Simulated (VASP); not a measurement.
# PbS (Galena) (Fm-3m) in VASP: a series of runs

PbS (Galena) is run at these levels: PBE+D4, PBE; tasks: single point.

Everything below comes from runs of VASP 6.6.1. Logs are shortened: lines on timing, memory, paths and dates and some standing lists are left out, and cuts for length are marked.

### 1 The cell of the first run

Symmetry: Fm-3m, No. 225, cubic system. Conventional cell: a = 5.931 Å, b = 5.931 Å, c = 5.931 Å, α = 90.00°, β = 90.00°, γ = 90.00°. Pb (site symmetry m-3m) has 6 S at 2.97 Å within 3.9 Å. S (site symmetry m-3m) has 6 Pb at 2.97 Å within 3.9 Å.

### 2 Single point, PBE+D4

The input, INCAR:

```
  PREC = Accurate
  ENCUT = 500
  EDIFF = 1E-6
  ISMEAR = 0
  SIGMA = 0.01
  LREAL = F
  LASPH = T
  NELM = 120
  ALGO = Normal
  ISIF = 2
  LWAVE = F
  LCHARG = T
  GGA = PE
  IVDW = 13
  LELF = T
  LVHAR = T
  NBANDS = 17
  GGA_COMPAT = F
```

The input, KPOINTS:

```
Automatic mesh
0
Gamma
  7 7 7
```

The input, POSCAR:

```
PbS
1.0
    0.0000000000      2.9657500000      2.9657500000
    2.9657500000      0.0000000000      2.9657500000
    2.9657500000      2.9657500000      0.0000000000
Pb S
1 1
Direct
    0.0000000000      0.0000000000      0.0000000000
    0.5000000000      0.5000000000      0.5000000000
```

Potentials or basis: VASP PAW PBE potentials, release 64 (Pb_d, S).

Run with:

```sh
> cat potpaw_PBE.64/Pb_d/POTCAR potpaw_PBE.64/S/POTCAR > POTCAR
> mpirun -np 1 vasp_std > vasp.out
```

OUTCAR:

```text
PREC = Accurate
   ENCUT = 500
   EDIFF = 1E-6
   ISMEAR = 0
   LREAL = F
   LASPH = T
   NELM = 120
   ISIF = 2
   GGA = PE
   IVDW = 13

 ion  position               nearest neighbor table
   1  0.000  0.000  0.000-   2 2.97   2 2.97   2 2.97   2 2.97   2 2.97   2 2.97
   2  0.500  0.500  0.500-   1 2.97   1 2.97   1 2.97   1 2.97   1 2.97   1 2.97

  LATTYP: Found a face centered cubic cell.
 ALAT       =     5.9315000000

  Lattice vectors:

 A1 = (   0.0000000000,   2.9657500000,   2.9657500000)
 A2 = (   2.9657500000,   0.0000000000,   2.9657500000)
 A3 = (   2.9657500000,   2.9657500000,   0.0000000000)

Analysis of symmetry for initial positions (statically):
=====================================================================
 Subroutine PRICEL returns:
 Original cell was already a primitive cell.

 Routine SETGRP: Setting up the symmetry group for a
 face centered cubic supercell.

 Subroutine GETGRP returns: Found 48 space group operations
 (whereof 48 operations were pure point group operations)
 out of a pool of 48 trial point group operations.

The static configuration has the point symmetry O_h .

Analysis of symmetry for dynamics (positions and initial velocities):
=====================================================================
 Subroutine PRICEL returns:
 Original cell was already a primitive cell.

 Routine SETGRP: Setting up the symmetry group for a
 face centered cubic supercell.

 Subroutine GETGRP returns: Found 48 space group operations
 (whereof 48 operations were pure point group operations)
 out of a pool of 48 trial point group operations.

The dynamic configuration has the point symmetry O_h .

 Subroutine INISYM returns: Found 48 space group operations
 (whereof 48 operations are pure point group operations),
 and found     1 'primitive' translations

----------------------------------------------------------------------------------------

                                     Primitive cell

  volume of cell :      52.1715

  direct lattice vectors                    reciprocal lattice vectors
     0.000000000  2.965750000  2.965750000    -0.168591419  0.168591419  0.168591419
     2.965750000  0.000000000  2.965750000     0.168591419 -0.168591419  0.168591419
     2.965750000  2.965750000  0.000000000     0.168591419  0.168591419 -0.168591419

  length of vectors
     4.194203873  4.194203873  4.194203873     0.292008903  0.292008903  0.292008903

  position of ions in fractional coordinates (direct lattice)
     0.000000000  0.000000000  0.000000000
     0.500000000  0.500000000  0.500000000

  ion indices of the primitive-cell ions
   primitive index   ion index
                 1           1
                 2           2

----------------------------------------------------------------------------------------

 KPOINTS: Automatic mesh

Automatic generation of k-mesh.
 Grid dimensions read from file:
 generate k-points for:    7    7    7

 Generating k-lattice:

  Cartesian coordinates                     Fractional coordinates (reciprocal lattice)
    -0.024084488  0.024084488  0.024084488     0.142857143  0.000000000  0.000000000
     0.024084488 -0.024084488  0.024084488     0.000000000  0.142857143  0.000000000
     0.024084488  0.024084488 -0.024084488     0.000000000  0.000000000  0.142857143

  Length of vectors
     0.041715558  0.041715558  0.041715558

  Shift w.r.t. Gamma in fractional coordinates (k-lattice)
     0.000000000  0.000000000  0.000000000

 Subroutine IBZKPT returns following result:
 ===========================================

 Found     20 irreducible k-points:

 Following reciprocal coordinates:
            Coordinates               Weight
  0.000000  0.000000  0.000000      1.000000
  0.142857  0.000000  0.000000      8.000000
  0.285714  0.000000  0.000000      8.000000
  0.428571  0.000000  0.000000      8.000000
  0.142857  0.142857  0.000000      6.000000
  0.285714  0.142857  0.000000     24.000000
[... 12 lines left out ...]
 -0.428571  0.428571  0.142857     24.000000
 -0.285714  0.428571  0.142857     24.000000
   k-points           NKPTS =     20   k-points in BZ     NKDIM =     20   number of bands    NBANDS=     17
   number of dos      NEDOS =    301   number of ions     NIONS =      2
   total plane-waves  NPLWV =  32768
   dimension x,y,z NGX =    32 NGY =   32 NGZ =   32
   dimension x,y,z NGXF=    64 NGYF=   64 NGZF=   64
   ions per type =               1   1
   NGX,Y,Z   is equivalent  to a cutoff of  12.68, 12.68, 12.68 a.u.
   NGXF,Y,Z  is equivalent  to a cutoff of  25.37, 25.37, 25.37 a.u.
 SYSTEM =  unknown system
   PREC   = accura    normal or accurate (medium, high low for compatibility)
   ISTART =      0    job   : 0-new  1-cont  2-samecut
   ICHARG =      2    charge: 1-file 2-atom 10-const
   ISPIN  =      1    spin polarized calculation?
   LNONCOLLINEAR =      F non collinear calculations
   LSORBIT =      F    spin-orbit coupling
   LASPH  =      T    aspherical Exc in radial PAW
   ENCUT  =  500.0 eV  36.75 Ry    6.06 a.u.   7.65  7.65  7.65*2*pi/ulx,y,z
   NELM   =    120;   NELMIN=  2; NELMDL= -5     # of ELM steps
   EDIFF  = 0.1E-05   stopping-criterion for ELM
   LREAL  =      F    real-space projection
   EDIFFG = 0.1E-04   stopping-criterion for IOM
   NSW    =      0    number of steps for IOM
   IBRION =     -1    ionic relax: 0-MD 1-quasi-New 2-CG
   NFREE  =      0    steps in history (QN), initial steepest desc. (CG)
   ISIF   =      2    stress and relaxation
   ISYM   =      2    0-nonsym 1-usesym 2-fastsym
   POTIM  = 0.5000    time-step for ionic-motion
   TEBEG  =    0.0;   TEEND  =   0.0 temperature during run
   PSTRESS=    0.0 pullay stress
   NELECT =      20.0000    total number of electrons
   NUPDOWN=      -1.0000    fix difference up-down
   EMIN   =  10.00;   EMAX   =-10.00  energy-range for DOS
   EFERMI =   0.00;   METHOD = LEGACY
   ISMEAR =     0;   SIGMA  =   0.01  broadening in eV -4-tet -1-fermi 0-gaus
   EFERMI_NEDOS =   21; number of points for ismear=-14 and -15
   IALGO  =     38    algorithm
   IMIX   =      4    mixing-type and parameters
     AMIX     =   0.40;   BMIX     =  1.00
     AMIX_MAG =   1.60;   BMIX_MAG =  1.00
  volume/ion in A,a.u.               =      26.09       176.04
  Fermi-wavevector in a.u.,A,eV,Ry     =   1.189251  2.247359 19.242973  1.414319
  Thomas-Fermi vector in A             =   2.325363
   LORBIT       =      0    0 simple, 1 ext, 2 COOP (PROOUT), +10 PAW based schemes
   GGA     = PE    functional components
   LHFCALC =     F    Hartree Fock is set to
   AEXX    =    0.0000 exact exchange contribution
   IVDW    =    13    specifies the selected vdW correction
   LEPSILON=     F    determine dielectric tensor
   LRPA    =     F    only Hartree local field effects (RPA)
 non-spin polarized calculation
 Gauss-broadening in eV      SIGMA  =   0.01
  energy-cutoff  :      500.00
  volume of cell :       52.17
 maximum number of plane-waves:      1363
   NGX = 15   NGY = 15   NGZ = 15

 number of electron      19.9999998 magnetization

 Free energy of the ion-electron system (eV)
  ---------------------------------------------------
  ext. energy  EPLUGINS =         0.00000000
  ---------------------------------------------------
  free energy    TOTEN  =        -8.75772689 eV

  energy without entropy =       -8.75772689  energy(sigma->0) =       -8.75772689

 E-fermi :   5.6102     XC(G=0):  -9.6835

 val. band max:        5.5620012404   @ k =   0.4286   0.0000   0.0000
 cond. band min:       6.5155164910   @ k =   0.4286   0.0000   0.0000
 fundamental gap:      0.9535152506
 Fermi energy:         5.6102293084

 k-point     1 :       0.0000    0.0000    0.0000
  band No.  band energies     occupation
      1     -11.0032      2.00000
      2     -11.0032      2.00000
      3     -11.0032      2.00000
      4     -10.9868      2.00000
      5     -10.9868      2.00000
      6      -7.7771      2.00000
[... 9 lines left out ...]
     16      12.5518      0.00000
     17      14.4792      0.00000

 k-point     2 :       0.1429    0.0000    0.0000
  band No.  band energies     occupation
      1     -11.0023      2.00000
      2     -11.0002      2.00000
      3     -11.0002      2.00000
      4     -10.9869      2.00000
      5     -10.9869      2.00000
      6      -7.6041      2.00000
[... 9 lines left out ...]
     16      13.0175      0.00000
     17      15.9506      0.00000

 k-point     3 :       0.2857    0.0000    0.0000
  band No.  band energies     occupation
      1     -11.0094      2.00000
      2     -11.0094      2.00000
      3     -11.0008      2.00000
      4     -10.9714      2.00000
      5     -10.9714      2.00000
      6      -7.1390      2.00000
[... 9 lines left out ...]
     16      14.0922      0.00000
     17      18.1515      0.00000

 k-point     4 :       0.4286    0.0000    0.0000
  band No.  band energies     occupation
      1     -11.0192      2.00000
      2     -11.0192      2.00000
      3     -11.0001      2.00000
      4     -10.9563      2.00000
      5     -10.9563      2.00000
      6      -6.6294      2.00000
[... 9 lines left out ...]
     16      15.5452      0.00000
     17      16.9103      0.00000

 k-point     5 :       0.1429    0.1429    0.0000
  band No.  band energies     occupation
      1     -11.0080      2.00000
      2     -11.0035      2.00000
      3     -10.9922      2.00000
      4     -10.9922      2.00000
      5     -10.9819      2.00000
      6      -7.5428      2.00000
[... 9 lines left out ...]
     16      13.9717      0.00000
     17      15.1942      0.00000

 k-point     6 :       0.2857    0.1429    0.0000
  band No.  band energies     occupation
      1     -11.0241      2.00000
      2     -11.0073      2.00000
      3     -10.9932      2.00000
      4     -10.9804      2.00000
      5     -10.9681      2.00000
      6      -7.1659      2.00000
[... 9 lines left out ...]
     16      14.9045      0.00000
     17      16.7984      0.00000

 k-point     7 :       0.4286    0.1429    0.0000
  band No.  band energies     occupation
      1     -11.0380      2.00000
      2     -11.0041      2.00000
      3     -10.9995      2.00000
      4     -10.9702      2.00000
      5     -10.9541      2.00000
      6      -6.6457      2.00000
[... 9 lines left out ...]
     16      16.1029      0.00000
     17      17.0199      0.00000

 k-point     8 :      -0.4286    0.1429    0.0000
  band No.  band energies     occupation
      1     -11.0362      2.00000
      2     -11.0114      2.00000
      3     -10.9943      2.00000
      4     -10.9643      2.00000
      5     -10.9559      2.00000
      6      -6.4380      2.00000
[... 9 lines left out ...]
     16      15.4688      0.00000
     17      17.0313      0.00000
[... 123 lines left out ...]
      1     -11.1307      2.00000
      2     -11.0274      2.00000
      3     -10.9623      2.00000
      4     -10.9454      2.00000
      5     -10.9454      2.00000
      6      -6.2190      2.00000
[... 9 lines left out ...]
     16      18.0218      0.00000
     17      18.0361      0.00000

 k-point    16 :      -0.4286    0.4286    0.0000
  band No.  band energies     occupation
      1     -11.1270      2.00000
      2     -11.0207      2.00000
      3     -10.9679      2.00000
      4     -10.9484      2.00000
      5     -10.9449      2.00000
      6      -6.0956      2.00000
[... 9 lines left out ...]
     16      17.5661      0.00000
     17      17.7166      0.00000

 k-point    17 :       0.4286    0.2857    0.1429
  band No.  band energies     occupation
      1     -11.0485      2.00000
      2     -11.0062      2.00000
      3     -10.9929      2.00000
      4     -10.9674      2.00000
      5     -10.9622      2.00000
      6      -6.7479      2.00000
[... 9 lines left out ...]
     16      16.1838      0.00000
     17      16.4801      0.00000

 k-point    18 :      -0.4286    0.2857    0.1429
  band No.  band energies     occupation
      1     -11.0633      2.00000
      2     -11.0004      2.00000
      3     -10.9907      2.00000
      4     -10.9718      2.00000
      5     -10.9537      2.00000
      6      -6.3286      2.00000
[... 9 lines left out ...]
     16      16.4717      0.00000
     17      17.4878      0.00000

 k-point    19 :      -0.4286    0.4286    0.1429
  band No.  band energies     occupation
      1     -11.1066      2.00000
      2     -11.0122      2.00000
      3     -10.9777      2.00000
      4     -10.9584      2.00000
      5     -10.9455      2.00000
      6      -6.1729      2.00000
[... 9 lines left out ...]
     16      17.4586      0.00000
     17      17.8730      0.00000

 k-point    20 :      -0.2857    0.4286    0.1429
  band No.  band energies     occupation
      1     -11.0923      2.00000
      2     -10.9954      2.00000
      3     -10.9845      2.00000
      4     -10.9770      2.00000
      5     -10.9457      2.00000
      6      -6.1045      2.00000
[... 9 lines left out ...]
     16      17.5507      0.00000
     17      18.1623      0.00000

------------------------ aborting loop because EDIFF is reached ----------------------------------------

  DFT-D4 for vdW energy calculation

  Edisp (eV):   -0.75692

  FORCE on cell =-STRESS in cart. coord.  units (eV):
  Direction    XX          YY          ZZ          XY          YZ          ZX
  --------------------------------------------------------------------------------------
  -------------------------------------------------------------------------------------
  Total       0.00064     0.00064     0.00064    -0.00000     0.00000     0.00000
  in kB       0.01954     0.01954     0.01954    -0.00000     0.00000     0.00000
  external pressure =        0.02 kB  Pullay stress =        0.00 kB

 VOLUME and BASIS-vectors are now :
 -----------------------------------------------------------------------------
  energy-cutoff  :      500.00
  volume of cell :       52.17
      direct lattice vectors                 reciprocal lattice vectors
     0.000000000  2.965750000  2.965750000    -0.168591419  0.168591419  0.168591419
     2.965750000  0.000000000  2.965750000     0.168591419 -0.168591419  0.168591419
     2.965750000  2.965750000  0.000000000     0.168591419  0.168591419 -0.168591419

 POSITION                                       TOTAL-FORCE (eV/Angst)
 -----------------------------------------------------------------------------------
      0.00000      0.00000      0.00000         0.000000      0.000000      0.000000
      2.96575      2.96575      2.96575         0.000000      0.000000     -0.000000
 -----------------------------------------------------------------------------------
    total drift:                                0.000000     -0.000000     -0.000000

  FREE ENERGIE OF THE ION-ELECTRON SYSTEM (eV)
  ---------------------------------------------------
  free  energy   TOTEN  =        -9.5146431261 eV

  energy  without entropy=       -9.5146431261  energy(sigma->0) =       -9.51464313
```

Wall time 7.3 s (1 thread of Intel Xeon 6975P-C (Granite Rapids), shared host); peak memory 0.17 GiB.

What came out:

- Free energy: -9.5146 eV
- Pressure: 0.0 GPa
- Dispersion energy per atom: -0.378 eV

Levels at points of the mesh, in eV from the Fermi level:
```csv
k point,band 7,band 8,band 9,band 10,band 11,band 12,band 13,band 14
"(0.00, 0.00, 0.00)",-5.83,-1.96,-1.96,-1.96,5.42,5.42,5.42,6.94
```

Caveat: this odd mesh misses L, where the gap lies, so gap, dielectric constants and Born charges aren't listed; spin-orbit coupling is left out, which moves the levels of the heavy elements.

[end of part 1 of 2]
